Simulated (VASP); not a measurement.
# Mo (Im-3m) in VASP: notebook, part 2 of 2

VASP 6.6.1. The steps go on from the part before.

## Step 3: Single point, PBE

This run uses another cell than the first one, of 14.75 Å³/atom, 1.029 times its volume.

Input file INCAR:

```
  PREC = Accurate
  ENCUT = 520
  EDIFF = 1E-6
  ISMEAR = -1
  SIGMA = 0.1
  LREAL = F
  LASPH = T
  NELM = 60
  ALGO = Normal
  ISIF = 2
  LWAVE = F
  LCHARG = T
  GGA = PE
  LELF = T
  LVHAR = T
  NBANDS = 13
```

Input file KPOINTS:

```
Automatic mesh
0
Gamma
  13 13 13
```

Input file POSCAR:

```
Mo
1.0
   -1.5449355310      1.5449355310      1.5449355310
    1.5449355310     -1.5449355310      1.5449355310
    1.5449355310      1.5449355310     -1.5449355310
Mo
1
Direct
    0.0000000000      0.0000000000      0.0000000000
```

Potentials or basis: VASP PAW PBE potentials, release 64 (Mo_sv).

Launch:

```bash
$ cat potpaw_PBE.64/Mo_sv/POTCAR > POTCAR
$ mpirun -np 1 vasp_std > vasp.out
```

OUTCAR:

```text
PREC = Accurate
   ENCUT = 520
   EDIFF = 1E-6
   ISMEAR = -1
   LREAL = F
   LASPH = T
   NELM = 60
   ISIF = 2
   GGA = PE

 ion  position               nearest neighbor table
   1  0.000  0.000  0.000-

  LATTYP: Found a body centered cubic cell.
 ALAT       =     3.0898710620

  Lattice vectors:

 A1 = (  -1.5449355310,   1.5449355310,   1.5449355310)
 A2 = (   1.5449355310,  -1.5449355310,   1.5449355310)
 A3 = (   1.5449355310,   1.5449355310,  -1.5449355310)

Analysis of symmetry for initial positions (statically):
=====================================================================
 Subroutine PRICEL returns:
 Original cell was already a primitive cell.

 Routine SETGRP: Setting up the symmetry group for a
 body centered cubic supercell.

 Subroutine GETGRP returns: Found 48 space group operations
 (whereof 48 operations were pure point group operations)
 out of a pool of 48 trial point group operations.

The static configuration has the point symmetry O_h .

Analysis of symmetry for dynamics (positions and initial velocities):
=====================================================================
 Subroutine PRICEL returns:
 Original cell was already a primitive cell.

 Routine SETGRP: Setting up the symmetry group for a
 body centered cubic supercell.

 Subroutine GETGRP returns: Found 48 space group operations
 (whereof 48 operations were pure point group operations)
 out of a pool of 48 trial point group operations.

The dynamic configuration has the point symmetry O_h .

 Subroutine INISYM returns: Found 48 space group operations
 (whereof 48 operations are pure point group operations),
 and found     1 'primitive' translations

----------------------------------------------------------------------------------------

                                     Primitive cell

  volume of cell :      14.7500

  direct lattice vectors                    reciprocal lattice vectors
    -1.544935531  1.544935531  1.544935531     0.000000000  0.323638100  0.323638100
     1.544935531 -1.544935531  1.544935531     0.323638100  0.000000000  0.323638100
     1.544935531  1.544935531 -1.544935531     0.323638100  0.323638100  0.000000000

  length of vectors
     2.675906834  2.675906834  2.675906834     0.457693390  0.457693390  0.457693390

  position of ions in fractional coordinates (direct lattice)
     0.000000000  0.000000000  0.000000000

  ion indices of the primitive-cell ions
   primitive index   ion index
                 1           1

----------------------------------------------------------------------------------------

 KPOINTS: Automatic mesh

Automatic generation of k-mesh.
 Grid dimensions read from file:
 generate k-points for:   13   13   13

 Generating k-lattice:

  Cartesian coordinates                     Fractional coordinates (reciprocal lattice)
     0.000000000  0.024895238  0.024895238     0.076923077  0.000000000  0.000000000
     0.024895238  0.000000000  0.024895238     0.000000000  0.076923077  0.000000000
     0.024895238  0.024895238  0.000000000     0.000000000  0.000000000  0.076923077

  Length of vectors
     0.035207184  0.035207184  0.035207184

  Shift w.r.t. Gamma in fractional coordinates (k-lattice)
     0.000000000  0.000000000  0.000000000

 Subroutine IBZKPT returns following result:
 ===========================================

 Found     84 irreducible k-points:

 Following reciprocal coordinates:
            Coordinates               Weight
  0.000000  0.000000  0.000000      1.000000
  0.076923  0.000000  0.000000     12.000000
  0.153846  0.000000  0.000000     12.000000
  0.230769  0.000000  0.000000     12.000000
  0.307692  0.000000  0.000000     12.000000
  0.384615  0.000000  0.000000     12.000000
[... 16 lines left out ...]
  0.153846  0.076923  0.076923     24.000000
  0.230769  0.076923  0.076923     24.000000
 [... further k-points ...]
   k-points           NKPTS =     84   k-points in BZ     NKDIM =     84   number of bands    NBANDS=     13
   number of dos      NEDOS =    301   number of ions     NIONS =      1
   total plane-waves  NPLWV =   8000
   dimension x,y,z NGX =    20 NGY =   20 NGZ =   20
   dimension x,y,z NGXF=    40 NGYF=   40 NGZF=   40
   ions per type =               1
   NGX,Y,Z   is equivalent  to a cutoff of  12.43, 12.43, 12.43 a.u.
   NGXF,Y,Z  is equivalent  to a cutoff of  24.85, 24.85, 24.85 a.u.
 SYSTEM =  unknown system
   PREC   = accura    normal or accurate (medium, high low for compatibility)
   ISTART =      0    job   : 0-new  1-cont  2-samecut
   ICHARG =      2    charge: 1-file 2-atom 10-const
   ISPIN  =      1    spin polarized calculation?
   LNONCOLLINEAR =      F non collinear calculations
   LSORBIT =      F    spin-orbit coupling
   LASPH  =      T    aspherical Exc in radial PAW
   ENCUT  =  520.0 eV  38.22 Ry    6.18 a.u.   4.98  4.98  4.98*2*pi/ulx,y,z
   NELM   =     60;   NELMIN=  2; NELMDL= -5     # of ELM steps
   EDIFF  = 0.1E-05   stopping-criterion for ELM
   LREAL  =      F    real-space projection
[... 7 lines left out ...]
   TEBEG  =    0.0;   TEEND  =   0.0 temperature during run
   PSTRESS=    0.0 pullay stress
   NELECT =      14.0000    total number of electrons
   NUPDOWN=      -1.0000    fix difference up-down
   EMIN   =  10.00;   EMAX   =-10.00  energy-range for DOS
   EFERMI =   0.00;   METHOD = LEGACY
   ISMEAR =    -1;   SIGMA  =   0.10  broadening in eV -4-tet -1-fermi 0-gaus
   EFERMI_NEDOS =   21; number of points for ismear=-14 and -15
   IALGO  =     38    algorithm
   IMIX   =      4    mixing-type and parameters
     AMIX     =   0.40;   BMIX     =  1.00
     AMIX_MAG =   1.60;   BMIX_MAG =  1.00
  volume/ion in A,a.u.               =      14.75        99.54
  Fermi-wavevector in a.u.,A,eV,Ry     =   1.608868  3.040320 35.218097  2.588457
  Thomas-Fermi vector in A             =   2.704669
   LORBIT       =      0    0 simple, 1 ext, 2 COOP (PROOUT), +10 PAW based schemes
   GGA     = PE    functional components
[... 5 lines left out ...]
 non-spin polarized calculation
  energy-cutoff  :      520.00
  volume of cell :       14.75
 maximum number of plane-waves:       414
   NGX =  9   NGY =  9   NGZ =  9

 number of electron      13.9999997 magnetization

 Free energy of the ion-electron system (eV)
  ---------------------------------------------------
  ext. energy  EPLUGINS =         0.00000000
  ---------------------------------------------------
  free energy    TOTEN  =       -10.88470572 eV

  energy without entropy =      -10.86361567  energy(sigma->0) =      -10.87416069

 E-fermi :  13.6565     XC(G=0): -13.7206

 val. band max:       13.6441809812   @ k =  -0.3077   0.3077   0.1538
 cond. band min:      13.6910342203   @ k =  -0.2308   0.3077   0.0769
 fundamental gap:      0.0468532391
 Fermi energy:        13.6565276874

 k-point     1 :       0.0000    0.0000    0.0000
  band No.  band energies     occupation
      1     -47.7417      2.00000
      2     -20.8606      2.00000
      3     -20.8606      2.00000
      4     -20.8606      2.00000
      5       6.1350      2.00000
      6      12.0712      2.00000
      7      12.0712      2.00000
      8      12.0712      2.00000
      9      15.3193      0.00000
     10      15.3193      0.00000
     11      28.4635      0.00000
     12      28.4635      0.00000
     13      28.4635      0.00000

 k-point     2 :       0.0769    0.0000    0.0000
  band No.  band energies     occupation
      1     -47.7230      2.00000
      2     -20.9643      2.00000
      3     -20.8922      2.00000
      4     -20.8615      2.00000
      5       6.4129      2.00000
      6      11.9108      2.00000
      7      12.0417      2.00000
      8      12.3365      2.00000
      9      15.0858      0.00000
     10      15.3227      0.00000
     11      28.6770      0.00000
     12      28.9353      0.00000
     13      29.0444      0.00000
[... 321 lines left out ...]
 k-point    23 :       0.1538    0.0769    0.0769
  band No.  band energies     occupation
      1     -47.5732      2.00000
      2     -21.7550      2.00000
      3     -21.0647      2.00000
      4     -20.9461      2.00000
      5       8.4935      2.00000
      6      10.8145      2.00000
      7      11.0777      2.00000
      8      14.9429      0.00001
      9      15.3851      0.00000
     10      15.4657      0.00000
     11      29.5426      0.00000
     12      30.3872      0.00000
     13      31.1280      0.00000

 k-point    24 :       0.2308    0.0769    0.0769
  band No.  band energies     occupation
      1     -47.5010      2.00000
      2     -22.0609      2.00000
      3     -21.2269      2.00000
      4     -20.9581      2.00000
      5       8.8735      2.00000
      6      10.3687      2.00000
      7      11.5816      2.00000
      8      15.1077      0.00000
      9      15.6729      0.00000
     10      17.1893      0.00000
     11      28.2568      0.00000
     12      29.1553      0.00000
     13      33.0928      0.00000

 [... further k-points ...]
[... 5 lines left out ...]
  --------------------------------------------------------------------------------------
  -------------------------------------------------------------------------------------
  Total        1.9176630      1.9176630      1.9176630      0.0000000     -0.0000000      0.0000000
  in kB      208.3012136    208.3012136    208.3012136      0.0000000     -0.0000000      0.0000000
  external PRESSURE =     208.3012136 kB  Pullay stress =       0.0000000 kB

 VOLUME and BASIS-vectors are now :
 -----------------------------------------------------------------------------
  energy-cutoff  :      520.00
  volume of cell :       14.75
      direct lattice vectors                 reciprocal lattice vectors
    -1.544935531  1.544935531  1.544935531     0.000000000  0.323638100  0.323638100
     1.544935531 -1.544935531  1.544935531     0.323638100  0.000000000  0.323638100
     1.544935531  1.544935531 -1.544935531     0.323638100  0.323638100  0.000000000

 POSITION                                       TOTAL-FORCE (eV/Angst)
 -----------------------------------------------------------------------------------
      0.00000      0.00000      0.00000        -0.000000     -0.000000     -0.000000
 -----------------------------------------------------------------------------------
    total drift:                                0.000000     -0.000000      0.000000

  FREE ENERGIE OF THE ION-ELECTRON SYSTEM (eV)
  ---------------------------------------------------
  free  energy   TOTEN  =       -10.8847057188 eV

  energy  without entropy=      -10.8636156706  energy(sigma->0) =      -10.87416069
```

OSZICAR:

```text
N       E                     dE             d eps       ncg     rms          rms(c)
DAV:   1     0.941273367314E+02    0.94127E+02   -0.80727E+03  2200   0.111E+03
DAV:   2    -0.102806659423E+02   -0.10441E+03   -0.10059E+03  2524   0.316E+02
DAV:   3    -0.114853916021E+02   -0.12047E+01   -0.12011E+01  2464   0.334E+01
DAV:   4    -0.114880167321E+02   -0.26251E-02   -0.26251E-02  2459   0.191E+00
DAV:   5    -0.114880326692E+02   -0.15937E-04   -0.15937E-04  2489   0.133E-01    0.168E+01
DAV:   6    -0.109665413174E+02    0.52149E+00   -0.62307E-01  2269   0.988E+00    0.514E+00
DAV:   7    -0.108882747806E+02    0.78267E-01   -0.14176E-01  2364   0.452E+00    0.811E-01
DAV:   8    -0.108846411780E+02    0.36336E-02   -0.37773E-03  2269   0.789E-01    0.159E-01
DAV:   9    -0.108846988573E+02   -0.57679E-04   -0.70493E-05  2549   0.103E-01    0.828E-02
DAV:  10    -0.108847051864E+02   -0.63290E-05   -0.12575E-05  2284   0.435E-02    0.609E-03
DAV:  11    -0.108847057188E+02   -0.53240E-06   -0.89733E-08  1267   0.354E-03
   1 F= -.10884706E+02 E0= -.10874161E+02  d E =-.210900E-01
```

It used 8.1 s of CPU time on 1 thread of Intel Xeon 6975P-C (shared host).

What came out:

```
Free energy            : -10.8847 eV
Pressure               : 20.8 GPa
Band gap on the k mesh : zero (band 7 reaches 17.46 eV, above the bottom of band 8 at 12.07 eV)
```

## Step 4: Single point, PBE

This run uses another cell than the first one, of 15.17 Å³/atom, 1.058 times its volume.

Input file INCAR:

```
  PREC = Accurate
  ENCUT = 520
  EDIFF = 1E-6
  ISMEAR = -1
  SIGMA = 0.1
  LREAL = False
  LASPH = True
  NELM = 60
  ALGO = Normal
  ISIF = 2
  LWAVE = False
  LCHARG = False
  GGA = PE
  NBANDS = 13
```

Input file KPOINTS:

```
regular mesh
0
Gamma
  13 13 13
```

Input file POSCAR:

```
Mo
1.0
   -1.5593078497      1.5593078497      1.5593078497
    1.5593078497     -1.5593078497      1.5593078497
    1.5593078497      1.5593078497     -1.5593078497
Mo
1
Direct
    0.0000000000      0.0000000000      0.0000000000
```

Launch:

```bash
$ cat potpaw_PBE.64/Mo_sv/POTCAR > POTCAR
$ mpirun -np 1 vasp_std > vasp.out
```

It used 7.8 s of CPU time on 1 thread of Intel Xeon 6975P-C, on a shared host.

Results (log left out):

* Free energy: -10.9269 eV
* Pressure: 11.8 GPa
* Band gap on the k mesh: zero (band 7 reaches 16.85 eV, above the bottom of band 8 at 11.67 eV)

Levels at points of the mesh, in eV from the Fermi level:
```
           k point  band 4  band 5  band 6  band 7  band 8  band 9  band 10  band 11
(0.00, 0.00, 0.00)  -34.57   -7.43   -1.52   -1.52   -1.52    1.62     1.62    14.78
```

## Step 5: The runs side by side

| cell | gap on the mesh (eV) | pressure (GPa) |
| --- | --- | --- |
| a = 2.651 Å, angles 109.5°, 1 atom | none | 31.3 |
| a = 2.676 Å, angles 109.5°, 1 atom | none | 20.8 |
| a = 2.701 Å, angles 109.5°, 1 atom | none | 11.8 |

Alike in all rows: task single point; level PBE; potentials or basis VASP PAW PBE potentials, release 64 (Mo_sv); no spin polarisation; k mesh 13 × 13 × 13; cutoff (eV) 520; smearing fermi-dirac 0.1 eV.

Absolute energies hang on the potentials; compare differences alone.
